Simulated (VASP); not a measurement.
Here is a VASP 6.6.1 calculation.

INCAR

```
SYSTEM = ZrSi2
ALGO = Normal ; EDIFF = 1E-6
ENCUT = 520 ; GGA = PE
ISIF = 2 ; ISMEAR = 0
LASPH = .TRUE. ; LCHARG = .FALSE.
LREAL = .FALSE. ; LWAVE = .FALSE.
NBANDS = 29 ; NELM = 60
PREC = Accurate ; SIGMA = 0.1
```

Contents of KPOINTS:

```
k-points
0
G
  10 10 10
  0 0 0
```

File POSCAR:

```
ZrSi2
1.0
    1.8523930585     -7.3951171054      0.0000000000
    1.8523930585      7.3951171054      0.0000000000
    0.0000000000      0.0000000000      3.6800050030
Zr Si
2 4
Direct
    0.8946335386      0.1053664614      0.7500000000
    0.1053664614      0.8946335386      0.2500000000
    0.4469477768      0.5530522232      0.2500000000
    0.5530522232      0.4469477768      0.7500000000
    0.2502779167      0.7497220833      0.7500000000
    0.7497220833      0.2502779167      0.2500000000
```

Potentials or basis: VASP PAW PBE potentials, release 64 (Zr_sv, Si).

Launch:

```console
$ cat potpaw_PBE.64/Zr_sv/POTCAR potpaw_PBE.64/Si/POTCAR > POTCAR
$ mpirun -np 1 vasp_std > vasp.out
```

(1) What does it give for the pressure?

(2) What does it give for the largest force?

(3) Estimate the band gap on the k mesh.

Results:

(1) 0.0 GPa.

(2) 0.005 eV/Å.

(3) zero (bands 20 and 21 overlap by 0.95 eV).
